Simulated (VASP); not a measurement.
# TiAl (P-6m2) in VASP: a series of runs

Runs on TiAl. Level: PBEsol. Tasks: single point.

Program: VASP 6.6.1. These are calculated values, not measurements. Logs are shortened: lines on timing, memory, paths and dates and some standing lists are left out, and cuts for length are marked.

## Step 1: The cell of the first run

The structure is hexagonal, space group P-6m2 (No. 187). The conventional cell has a = 2.907 Å, b = 2.907 Å, c = 4.552 Å, α = 90.00°, β = 90.00°, γ = 120.00°. Ti (site symmetry -6m2) has 6 Al at 2.83 Å and 6 Ti at 2.91 Å within 3.7 Å. Within 3.7 Å of Al (site symmetry -6m2) lie 6 Ti at 2.83 Å and 6 Al at 2.91 Å.

## Step 2: Single point, PBEsol

Input file INCAR:

```
SYSTEM = TiAl
PREC = Accurate ; ENCUT = 520
EDIFF = 1E-6 ; ISMEAR = 0
SIGMA = 0.15 ; LREAL = .FALSE.
LASPH = .TRUE. ; NELM = 80
ALGO = Fast ; ISIF = 2
LWAVE = .FALSE. ; LCHARG = .TRUE.
GGA = PS ; LELF = .TRUE.
LVHAR = .TRUE. ; NBANDS = 14
```

Input file KPOINTS:

```
Automatic mesh
0
G
  21 21 12
  0 0 0
```

Input file POSCAR:

```
TiAl
1.0
    2.9065446789      0.0000000000      0.0000000000
   -1.4532723394      2.5171415292      0.0000000000
    0.0000000000      0.0000000000      4.5524873213
Ti Al
1 1
Direct
    0.0000000000      0.0000000000      0.0000000000
    0.3333333333      0.6666666667      0.5000000000
```

Potentials or basis: VASP PAW PBE potentials, release 64 (Ti_sv, Al).

On the command line:

```console
$ cat potpaw_PBE.64/Ti_sv/POTCAR potpaw_PBE.64/Al/POTCAR > POTCAR
$ mpirun -np 1 vasp_std > vasp.out
```

OUTCAR:

```text
SYSTEM = TiAl
   PREC = Accurate
   ENCUT = 520
   EDIFF = 1E-6
   ISMEAR = 0
   LREAL = .FALSE.
   LASPH = .TRUE.
   NELM = 80
   ISIF = 2
   GGA = PS

 ion  position               nearest neighbor table
   1  0.000  0.000  0.000-   2 2.83   2 2.83   2 2.83   2 2.83   2 2.83   2 2.83
   2  0.333  0.667  0.500-   1 2.83   1 2.83   1 2.83   1 2.83   1 2.83   1 2.83

  LATTYP: Found a hexagonal cell.
 ALAT       =     2.9065446789
 C/A-ratio  =     1.5662884367

  Lattice vectors:

 A1 = (   2.9065446789,   0.0000000000,   0.0000000000)
 A2 = (  -1.4532723394,   2.5171415292,   0.0000000000)
 A3 = (   0.0000000000,   0.0000000000,   4.5524873213)

Analysis of symmetry for initial positions (statically):
=====================================================================
 Subroutine PRICEL returns:
 Original cell was already a primitive cell.

 Routine SETGRP: Setting up the symmetry group for a
 hexagonal supercell.

 Subroutine GETGRP returns: Found 12 space group operations
 (whereof 12 operations were pure point group operations)
 out of a pool of 24 trial point group operations.

The static configuration has the point symmetry D_3h.

Analysis of symmetry for dynamics (positions and initial velocities):
=====================================================================
 Subroutine PRICEL returns:
 Original cell was already a primitive cell.

 Routine SETGRP: Setting up the symmetry group for a
 hexagonal supercell.

 Subroutine GETGRP returns: Found 12 space group operations
 (whereof 12 operations were pure point group operations)
 out of a pool of 24 trial point group operations.

The dynamic configuration has the point symmetry D_3h.

 Subroutine INISYM returns: Found 12 space group operations
 (whereof 12 operations are pure point group operations),
 and found     1 'primitive' translations

----------------------------------------------------------------------------------------

                                     Primitive cell

  volume of cell :      33.3068

  direct lattice vectors                    reciprocal lattice vectors
     2.906544679  0.000000000  0.000000000     0.344051136  0.198638016  0.000000000
    -1.453272339  2.517141529  0.000000000     0.000000000  0.397276033  0.000000000
     0.000000000  0.000000000  4.552487321     0.000000000  0.000000000  0.219660139

  length of vectors
     2.906544679  2.906544679  4.552487321     0.397276033  0.397276033  0.219660139

  position of ions in fractional coordinates (direct lattice)
     0.000000000  0.000000000  0.000000000
     0.333333333  0.666666667  0.500000000

  ion indices of the primitive-cell ions
   primitive index   ion index
                 1           1
                 2           2

----------------------------------------------------------------------------------------

 KPOINTS: Automatic mesh

Automatic generation of k-mesh.
 Grid dimensions read from file:
 generate k-points for:   21   21   12

 Generating k-lattice:

  Cartesian coordinates                     Fractional coordinates (reciprocal lattice)
     0.016383387  0.009458953  0.000000000     0.047619048  0.000000000  0.000000000
     0.000000000  0.018917906  0.000000000     0.000000000  0.047619048  0.000000000
     0.000000000  0.000000000  0.018305012     0.000000000  0.000000000  0.083333333

  Length of vectors
     0.018917906  0.018917906  0.018305012

  Shift w.r.t. Gamma in fractional coordinates (k-lattice)
     0.000000000  0.000000000  0.000000000

 Subroutine IBZKPT returns following result:
 ===========================================

 Found    336 irreducible k-points:

 Following reciprocal coordinates:
            Coordinates               Weight
  0.000000  0.000000  0.000000      1.000000
  0.047619 -0.000000  0.000000      6.000000
  0.095238 -0.000000  0.000000      6.000000
  0.142857  0.000000  0.000000      6.000000
  0.190476 -0.000000  0.000000      6.000000
  0.238095 -0.000000  0.000000      6.000000
[... 16 lines left out ...]
  0.142857  0.095238  0.000000     12.000000
  0.190476  0.095238  0.000000     12.000000
 [... further k-points ...]
   k-points           NKPTS =    336   k-points in BZ     NKDIM =    336   number of bands    NBANDS=     14
   number of dos      NEDOS =    301   number of ions     NIONS =      2
   total plane-waves  NPLWV =  20736
   dimension x,y,z NGX =    24 NGY =   24 NGZ =   36
   dimension x,y,z NGXF=    48 NGYF=   48 NGZF=   72
   ions per type =               1   1
   NGX,Y,Z   is equivalent  to a cutoff of  13.73, 13.73, 13.15 a.u.
   NGXF,Y,Z  is equivalent  to a cutoff of  27.45, 27.45, 26.29 a.u.
 SYSTEM =  TiAl
   PREC   = accura    normal or accurate (medium, high low for compatibility)
   ISTART =      0    job   : 0-new  1-cont  2-samecut
   ICHARG =      2    charge: 1-file 2-atom 10-const
   ISPIN  =      1    spin polarized calculation?
   LNONCOLLINEAR =      F non collinear calculations
   LSORBIT =      F    spin-orbit coupling
   LASPH  =      T    aspherical Exc in radial PAW
   ENCUT  =  520.0 eV  38.22 Ry    6.18 a.u.   5.40  5.40  8.46*2*pi/ulx,y,z
   NELM   =     80;   NELMIN=  2; NELMDL= -5     # of ELM steps
   EDIFF  = 0.1E-05   stopping-criterion for ELM
   LREAL  =      F    real-space projection
   EDIFFG = 0.1E-04   stopping-criterion for IOM
   NSW    =      0    number of steps for IOM
   IBRION =     -1    ionic relax: 0-MD 1-quasi-New 2-CG
   NFREE  =      0    steps in history (QN), initial steepest desc. (CG)
   ISIF   =      2    stress and relaxation
   ISYM   =      2    0-nonsym 1-usesym 2-fastsym
   POTIM  = 0.5000    time-step for ionic-motion
   TEBEG  =    0.0;   TEEND  =   0.0 temperature during run
   PSTRESS=    0.0 pullay stress
   NELECT =      15.0000    total number of electrons
   NUPDOWN=      -1.0000    fix difference up-down
   EMIN   =  10.00;   EMAX   =-10.00  energy-range for DOS
   EFERMI =   0.00;   METHOD = LEGACY
   ISMEAR =     0;   SIGMA  =   0.15  broadening in eV -4-tet -1-fermi 0-gaus
   EFERMI_NEDOS =   21; number of points for ismear=-14 and -15
   IALGO  =     68    algorithm
   IMIX   =      4    mixing-type and parameters
     AMIX     =   0.40;   BMIX     =  1.00
     AMIX_MAG =   1.60;   BMIX_MAG =  1.00
  volume/ion in A,a.u.               =      16.65       112.38
  Fermi-wavevector in a.u.,A,eV,Ry     =   1.254857  2.371335 21.424622  1.574665
  Thomas-Fermi vector in A             =   2.388641
   LORBIT       =      0    0 simple, 1 ext, 2 COOP (PROOUT), +10 PAW based schemes
   GGA     = PS    functional components
   LHFCALC =     F    Hartree Fock is set to
   AEXX    =    0.0000 exact exchange contribution
   IVDW    =     0    specifies the selected vdW correction
   LEPSILON=     F    determine dielectric tensor
   LRPA    =     F    only Hartree local field effects (RPA)
 non-spin polarized calculation
 RMM-DIIS sequential band-by-band and
 Gauss-broadening in eV      SIGMA  =   0.15
  energy-cutoff  :      520.00
  volume of cell :       33.31
 maximum number of plane-waves:       923
 NGX is ok and might be reduce to    24

 number of electron      14.9999997 magnetization

 Free energy of the ion-electron system (eV)
  ---------------------------------------------------
  ext. energy  EPLUGINS =         0.00000000
  ---------------------------------------------------
  free energy    TOTEN  =       -12.93048862 eV

  energy without entropy =      -12.89886982  energy(sigma->0) =      -12.91467922

 E-fermi :   7.7383     XC(G=0): -11.0341

 val. band max:        7.7380328556   @ k =   0.1905   0.1905   0.2500
 cond. band min:       7.7396074694   @ k =   0.3333   0.3333   0.2500
 fundamental gap:      0.0015746138
 Fermi energy:         7.7383438801

 k-point     1 :       0.0000    0.0000    0.0000
  band No.  band energies     occupation
      1     -48.5695      2.00000
      2     -24.9937      2.00000
      3     -24.6058      2.00000
      4     -24.6058      2.00000
      5      -1.0879      2.00000
      6       5.6004      2.00000
      7       6.2579      2.00000
      8       8.9812      0.00000
      9       8.9812      0.00000
     10      10.3734      0.00000
     11      10.3734      0.00000
     12      12.1125      0.00000
     13      20.1976      0.00000
     14      20.1976      0.00000

 k-point     2 :       0.0476   -0.0000    0.0000
  band No.  band energies     occupation
      1     -48.5677      2.00000
      2     -24.9918      2.00000
      3     -24.6176      2.00000
      4     -24.6085      2.00000
      5      -1.0327      2.00000
      6       5.6581      2.00000
      7       6.2574      2.00000
      8       8.9269      0.00000
      9       9.0253      0.00000
     10      10.3579      0.00000
     11      10.3963      0.00000
     12      12.1226      0.00000
     13      19.2142      0.00000
     14      19.5984      0.00000

 k-point     3 :       0.0952   -0.0000    0.0000
  band No.  band energies     occupation
      1     -48.5624      2.00000
      2     -24.9864      2.00000
      3     -24.6517      2.00000
      4     -24.6162      2.00000
      5      -0.8679      2.00000
      6       5.8260      2.00000
      7       6.2561      2.00000
      8       8.7741      0.00000
      9       9.1555      0.00000
     10      10.3132      0.00000
     11      10.4650      0.00000
     12      12.1506      0.00000
     13      17.7195      0.00000
     14      18.8137      0.00000

 k-point     4 :       0.1429    0.0000    0.0000
  band No.  band energies     occupation
      1     -48.5540      2.00000
      2     -24.9780      2.00000
      3     -24.7050      2.00000
      4     -24.6284      2.00000
      5      -0.5955      2.00000
      6       6.0859      2.00000
      7       6.2543      2.00000
      8       8.5495      0.00000
      9       9.3663      0.00000
     10      10.2438      0.00000
     11      10.5795      0.00000
     12      12.1891      0.00000
     13      16.2195      0.00000
     14      18.0885      0.00000

 k-point     5 :       0.1905   -0.0000    0.0000
  band No.  band energies     occupation
      1     -48.5434      2.00000
      2     -24.9672      2.00000
      3     -24.7724      2.00000
      4     -24.6438      2.00000
      5      -0.2188      2.00000
      6       6.2525      2.00000
      7       6.3993      2.00000
      8       8.2915      0.00000
      9       9.6476      0.00000
     10      10.1570      0.00000
     11      10.7389      0.00000
[... 276 lines left out ...]
 k-point    22 :       0.0952    0.0952    0.0000
  band No.  band energies     occupation
      1     -48.5493      2.00000
      2     -24.9732      2.00000
      3     -24.7319      2.00000
      4     -24.6383      2.00000
      5      -0.4333      2.00000
      6       6.2364      2.00000
      7       6.2558      2.00000
      8       8.4134      0.00000
      9       9.5003      0.00000
     10      10.1688      0.00000
     11      10.6824      0.00000
     12      12.2114      0.00000
     13      16.1279      0.00000
     14      16.5215      0.00000

 k-point    23 :       0.1429    0.0952    0.0000
  band No.  band energies     occupation
      1     -48.5392      2.00000
      2     -24.9629      2.00000
      3     -24.7927      2.00000
      4     -24.6566      2.00000
      5      -0.0584      2.00000
      6       6.2598      2.00000
      7       6.5439      2.00000
      8       8.1575      0.00008
      9       9.7788      0.00000
     10      10.0448      0.00000
     11      10.8790      0.00000
     12      12.2447      0.00000
     13      14.8848      0.00000
     14      15.7978      0.00000

 k-point    24 :       0.1905    0.0952    0.0000
  band No.  band energies     occupation
      1     -48.5278      2.00000
      2     -24.9512      2.00000
      3     -24.8604      2.00000
      4     -24.6773      2.00000
      5       0.4164      2.00000
      6       6.2690      2.00000
      7       6.8397      2.00000
      8       7.9092      0.10722
      9       9.9008      0.00000
     10      10.0871      0.00000
     11      11.1267      0.00000
     12      12.2345      0.00000
     13      13.7484      0.00000
     14      15.2642      0.00000

 [... further k-points ...]
[... 5 lines left out ...]
  --------------------------------------------------------------------------------------
  -------------------------------------------------------------------------------------
  Total       -0.8420153     -0.8420153     -0.0005708     -0.0000000      0.0000000      0.0000000
  in kB      -40.5039301    -40.5039301     -0.0274572     -0.0000000      0.0000000      0.0000000
  external PRESSURE =     -27.0117724 kB  Pullay stress =       0.0000000 kB

 VOLUME and BASIS-vectors are now :
 -----------------------------------------------------------------------------
  energy-cutoff  :      520.00
  volume of cell :       33.31
      direct lattice vectors                 reciprocal lattice vectors
     2.906544679  0.000000000  0.000000000     0.344051136  0.198638016  0.000000000
    -1.453272339  2.517141529  0.000000000     0.000000000  0.397276033  0.000000000
     0.000000000  0.000000000  4.552487321     0.000000000  0.000000000  0.219660139

 POSITION                                       TOTAL-FORCE (eV/Angst)
 -----------------------------------------------------------------------------------
      0.00000      0.00000      0.00000        -0.000000      0.000000      0.000000
     -0.00000      1.67809      2.27624         0.000000     -0.000000      0.000000
 -----------------------------------------------------------------------------------
    total drift:                                0.000000     -0.000000      0.000000

  FREE ENERGIE OF THE ION-ELECTRON SYSTEM (eV)
  ---------------------------------------------------
  free  energy   TOTEN  =       -12.9304886236 eV

  energy  without entropy=      -12.8988698168  energy(sigma->0) =      -12.91467922
```

Run time: 3.7 min. Hardware: 1 thread of Intel Xeon Platinum 8259CL at 2.50GHz (Skylake/Cascade Lake), shared host; peak memory 0.28 GiB.

Results:

- Free energy: -12.9305 eV
- Pressure: -2.7 GPa

Stress tensor (GPa, compression positive):
```
-4.05  0.00  0.00
 0.00 -4.05  0.00
 0.00  0.00  0.00
```

Caveat: the PAW data sets were made with another functional, which shifts forces and pressure a little.

## Step 3: Single point, PBEsol

This run uses another cell than the first one, of the same volume but with other edges.

Input file INCAR:

```
PREC     = Accurate       # precision mode
ENCUT    = 520            # plane-wave cutoff, eV
EDIFF    = 1E-6           # SCF threshold, eV
ISMEAR   = 0              # smearing method
SIGMA    = 0.15           # smearing width, eV
LREAL    = F              # projectors in reciprocal space
LASPH    = T              # aspherical terms in the spheres
NELM     = 100            # most SCF steps
ALGO     = Fast           # electronic algorithm
ISIF     = 2              # what is computed and relaxed
LWAVE    = F              # write WAVECAR
LCHARG   = F              # write CHGCAR
GGA      = PS             # functional
NBANDS   = 14             # bands
```

Input file KPOINTS:

```
Automatic mesh
0
Gamma
  21 21 12
```

Input file POSCAR:

```
TiAl
1.0
    2.8210079793      0.0000000000      0.0000000000
   -1.4105039896      2.4430645743      0.0000000000
    0.0000000000      0.0000000000      4.8327476944
Ti Al
1 1
Direct
    0.0000000000      0.0000000000      0.0000000000
    0.3333333333      0.6666666667      0.5000000000
```

Potentials or basis: VASP PAW PBE potentials, release 64 (Ti_sv, Al).

On the command line:

```console
$ cat potpaw_PBE.64/Ti_sv/POTCAR potpaw_PBE.64/Al/POTCAR > POTCAR
$ mpirun -np 1 vasp_std > vasp.out
```

Run time: 3.8 min. Hardware: 1 thread of Intel Xeon Platinum 8259CL at 2.50GHz (Skylake/Cascade Lake), shared host; peak memory 0.28 GiB.

The run converged. Its results:

* Free energy: -12.9049 eV
* Pressure: -3.1 GPa

Stress tensor (GPa, compression positive):
```
-0.22  0.00  0.00
 0.00 -0.22  0.00
 0.00  0.00 -8.94
```

Levels at points of the mesh, in eV from the Fermi level:
| k point | band 3 | band 4 | band 5 | band 6 | band 7 | band 8 | band 9 | band 10 | band 11 | band 12 |
| --- | --- | --- | --- | --- | --- | --- | --- | --- | --- | --- |
| (0.00, 0.00, 0.00) | -32.25 | -32.25 | -9.06 | -2.54 | -2.22 | 1.29 | 1.29 | 2.88 | 2.88 | 3.30 |
| (0.00, 0.00, 0.50) | -32.25 | -32.25 | -8.29 | -5.39 | -0.72 | 1.29 | 1.29 | 2.83 | 2.83 | 5.95 |

Caveat: the PAW data sets were made with another functional, which shifts forces and pressure a little.
